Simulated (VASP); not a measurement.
Input of a VASP 6.6.1 run:

File INCAR:

```
  ALGO = Normal
  EDIFF = 1E-6
  ENCUT = 520
  GGA = RP
  ISIF = 2
  ISMEAR = -1
  LASPH = T
  LCHARG = T
  LELF = T
  LREAL = F
  LVHAR = T
  LWAVE = F
  NBANDS = 16
  NELM = 80
  PREC = Accurate
  SIGMA = 0.05
```

Contents of KPOINTS:

```
k-points
0
Gamma
  8 8 8
```

File POSCAR:

```
CdS
1.0
    0.0000000000      2.8770830059      2.8770830059
    2.8770830059      0.0000000000      2.8770830059
    2.8770830059      2.8770830059      0.0000000000
Cd S
1 1
Direct
    0.0000000000      0.0000000000      0.0000000000
    0.7500000000      0.7500000000      0.7500000000
```

Potentials or basis: VASP PAW PBE potentials, release 64 (Cd, S).

Command:

```sh
$ cat potpaw_PBE.64/Cd/POTCAR potpaw_PBE.64/S/POTCAR > POTCAR
$ mpirun -np 1 vasp_std > vasp.out
```

Q: What does it give for the pressure?

A: 8.6 GPa.

Q: Estimate the band gap on the k mesh.

A: 1.42 eV, direct.

Caveat: the PAW data sets were made with another functional, which shifts forces and pressure a little.
